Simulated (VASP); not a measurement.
# AlN: single point with PBE

Crystal: AlN.

```
CELL_PARAMETERS angstrom
0.00000 2.18399 2.18399
2.18399 0.00000 2.18399
2.18399 2.18399 0.00000
ATOMIC_POSITIONS crystal
Al 0.00000 0.00000 0.00000
N 0.25000 0.25000 0.25000
```

* Program: VASP 6.6.1
* Task: single point
* Functional: PBE
* Potentials or basis: VASP PAW PBE potentials, release 64 (Al, N)
* Cutoff: 520 eV
* k mesh: 10 × 10 × 10
* Occupations: gaussian, width 0.017 eV
* Spin: no spin polarisation
* Dipole correction: no
* Further INCAR settings: ALGO = Normal; EDIFF = 1e-06; NBANDS = 11

```
Pressure               : 4.6 GPa
Band gap on the k mesh : 3.32 eV, indirect (least direct gap 4.20 eV)
```

Levels at points of the mesh, in eV from the valence-band top:
```tsv
k point	band 1	band 2	band 3	band 4	band 5	band 6	band 7	band 8
(0.00, 0.00, 0.00)	-14.98	0.00	0.00	0.00	4.20	12.56	12.56	12.56
(0.50, 0.00, 0.00)	-12.93	-5.85	-0.48	-0.48	7.38	9.86	11.15	11.15
(0.50, 0.50, 0.00)	-12.30	-4.90	-1.77	-1.77	3.32	8.62	13.96	15.73
```

It took 8.1 s on 1 thread of AMD EPYC 7R43 64-Core Processor (Zen 3), with other jobs on the host, peak memory 0.1 GiB.

A k mesh can miss the band edges. As with any semilocal functional, this PBE gap is likely too small.
